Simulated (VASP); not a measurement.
A run of VASP 6.6.1 is set up as follows.

File INCAR:

```
SYSTEM = Zn
PREC = Accurate ; ENCUT = 520
EDIFF = 1E-8 ; ISMEAR = -1
SIGMA = 0.03 ; LREAL = .FALSE.
LASPH = .TRUE. ; NELM = 60
ALGO = Normal ; ISIF = 2
LWAVE = .FALSE. ; LCHARG = .FALSE.
GGA = PE ; LEFG = .TRUE.
NBANDS = 19
```

File KPOINTS:

```
regular mesh
0
G
  18 18 8
  0 0 0
```

The input POSCAR:

```
Zn
1.0
    2.6918525343      0.0000000000      0.0000000000
   -1.3459262671      2.3312126779      0.0000000000
    0.0000000000      0.0000000000      4.8477660000
Zn
2
Direct
    0.3333333333      0.6666666667      0.2500000000
    0.6666666667      0.3333333333      0.7500000000
```

Potentials or basis: VASP PAW PBE potentials, release 64 (Zn).

The run is started by

```console
$ cat potpaw_PBE.64/Zn/POTCAR > POTCAR
$ mpirun -np 1 vasp_std > vasp.out
```

(1) Estimate the pressure.

(2) What does it give for the band gap on the k mesh?

## Answers

(1) -0.4 GPa.

(2) zero (bands 12 and 13 overlap by 4.12 eV).

Caveat: without QUAD_EFG the Cq values of the log hold for a quadrupole moment of 1 mb, not for the nuclei.
